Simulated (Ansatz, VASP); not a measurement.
## Two plane-wave programs on AlN

INCAR

```
ALGO = Normal ; EDIFF = 1E-6
ENCUT = 520 ; GGA = PE
ISIF = 2 ; ISMEAR = 0
LASPH = T ; LCHARG = F
LREAL = F ; LWAVE = F
NBANDS = 11 ; NELM = 60
PREC = Accurate ; SIGMA = 0.02
```

File KPOINTS:

```
k-points
0
Gamma
  10 10 10
```

Contents of POSCAR:

```
AlN
1.0
    0.0000000000      2.0293910146      2.0293910146
    2.0293910146      0.0000000000      2.0293910146
    2.0293910146      2.0293910146      0.0000000000
Al N
1 1
Direct
    0.5000000000      0.5000000000      0.5000000000
    0.0000000000      0.0000000000      0.0000000000
```

Input for Ansatz:

```yaml
crystal:
  lattice:
    - [0.0, 2.0293910146, 2.0293910146]
    - [2.0293910146, 0.0, 2.0293910146]
    - [2.0293910146, 2.0293910146, 0.0]
  atoms:
    - { symbol: Al, position: [0.5, 0.5, 0.5] }
    - { symbol: "N", position: [0.0, 0.0, 0.0] }
basis:
  ecutwfc: 420
kpoints:
  mp_grid: { grid: [10, 10, 10] }
hamiltonian:
  xc: pbe
scf:
  occupations: { method: gaussian, width: 0.02 }
output:
  forces: true
  stress: true
  eigenvalues: true
  populations: true
```

Alike in both runs: task single point; functional PBE; k mesh 10 × 10 × 10; occupations gaussian, width 0.02 eV; no spin polarisation.

|  | VASP | Ansatz |
| --- | --- | --- |
| version | VASP 6.6.1 | Ansatz 0.2.0 |
| potentials or method | VASP PAW PBE potentials, release 64 (Al, N), cutoff 520 eV | scalar-relativistic, plane waves, PAW |
| valence electrons in the cell | 8 | 8 |

|  | VASP | Ansatz | Ansatz less VASP |
| --- | --- | --- | --- |
| gap on the k mesh at the Fermi level (eV) | 4.50 | 4.52 | +0.023 |
| least direct gap on the mesh (eV) | 5.51 | 5.50 | -0.011 |
| pressure (GPa) | 1.9 | 2.2 | +0.28 |
